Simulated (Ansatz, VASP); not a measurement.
**Cs2KCrTe6: VASP beside Ansatz**

The input INCAR:

```
SYSTEM = Cs2KCrTe6
PREC = Accurate ; ENCUT = 520
EDIFF = 1E-7 ; ISMEAR = 1
SIGMA = 0.01 ; LREAL = .False.
LASPH = .True. ; NELM = 150
ALGO = Normal ; ISIF = 2
LWAVE = .False. ; LCHARG = .False.
LMAXMIX = 4 ; LDAU = .True.
LDAUTYPE = 2 ; LDAUL = -1 2 -1 -1
LDAUU = 0 4 0 0 ; LDAUJ = 0 0 0 0
LDAUPRINT = 1 ; GGA = CA
NBANDS = 48
```

The input KPOINTS:

```
regular mesh
0
Gamma
  3 3 3
  0 0 0
```

Contents of POSCAR:

```
Cs2KCrTe6
1.0
    0.0000000000      5.3562760000      5.3562760000
    5.3562760000      0.0000000000      5.3562760000
    5.3562760000      5.3562760000      0.0000000000
K Cr Te Cs
1 1 6 2
Direct
    0.5000000000      0.5000000000      0.5000000000
    0.0000000000      0.0000000000      0.0000000000
    0.7850000000      0.2150000000      0.2150000000
    0.2150000000      0.7850000000      0.2150000000
    0.2150000000      0.7850000000      0.7850000000
    0.7850000000      0.2150000000      0.7850000000
    0.2150000000      0.2150000000      0.7850000000
    0.7850000000      0.7850000000      0.2150000000
    0.2500000000      0.2500000000      0.2500000000
    0.7500000000      0.7500000000      0.7500000000
```

Input for Ansatz:

```yaml
crystal:
  lattice:
    - [0.0, 5.356276, 5.356276]
    - [5.356276, 0.0, 5.356276]
    - [5.356276, 5.356276, 0.0]
  atoms:
    - { symbol: K, position: [0.5, 0.5, 0.5] }
    - { symbol: Cr, position: [0.0, 0.0, 0.0] }
    - { symbol: Te, position: [0.785, 0.215, 0.215] }
    - { symbol: Te, position: [0.215, 0.785, 0.215] }
    - { symbol: Te, position: [0.215, 0.785, 0.785] }
    - { symbol: Te, position: [0.785, 0.215, 0.785] }
    - { symbol: Te, position: [0.215, 0.215, 0.785] }
    - { symbol: Te, position: [0.785, 0.785, 0.215] }
    - { symbol: Cs, position: [0.25, 0.25, 0.25] }
    - { symbol: Cs, position: [0.75, 0.75, 0.75] }
  symmetry: { tolerance: 0.0003 }
kpoints:
  mp_grid: { grid: [3, 3, 3], shift: [0, 0, 0] }
magnetization:
  spin_polarized: false
scf:
  occupations: { method: methfessel_paxton, width: 0.01 }
hamiltonian:
  pseudopotentials: { kind: paw }
  xc: lda
  hubbard: { sites: [{ species: Cr, l: d, u_eff: 4.0 }], double_counting: fll }
basis:
  ecutwfc: 420
output:
  forces: true
  stress: true
  eigenvalues: true
```

Alike in both runs: task single point; functional LDA; k mesh 3 × 3 × 3; occupations methfessel-paxton of order 1, width 0.01 eV; no spin polarisation; Hubbard terms Cr d U = 4.0 eV.

|  | VASP | Ansatz |
| --- | --- | --- |
| version | VASP 6.6.1 | Ansatz 0.2.0 |
| potentials or method | VASP PAW LDA potentials, release 64 (K_sv, Cr_pv, Te, Cs_sv), cutoff 520 eV | PAW plane waves |
| valence electrons in the cell | 75 | 137 |

```tsv
	VASP	Ansatz	Ansatz less VASP
gap on the k mesh at the Fermi level (eV)	none	none	-
pressure (GPa)	11.1	10.7	-0.46
rms of the force components (eV/Å)	1.780	1.726	-0.0549
```

LDA's correlation is that of Perdew and Zunger in VASP and of Perdew and Wang (1992) in Ansatz. The programs project onto different local orbitals, so the same U acts differently, and such runs can settle in different states. Atom by atom the forces differ by 0.055 eV/Å (rms over components). A gap of «none» marks a metal or a gap that the smearing closes. VASP's potentials hold 75 valence electrons a cell and Ansatz's 137, so a difference there can come from the potentials and not from the codes. Ansatz's warnings: filled band counts differ across k points.

Neither program's run includes spin-orbit coupling.
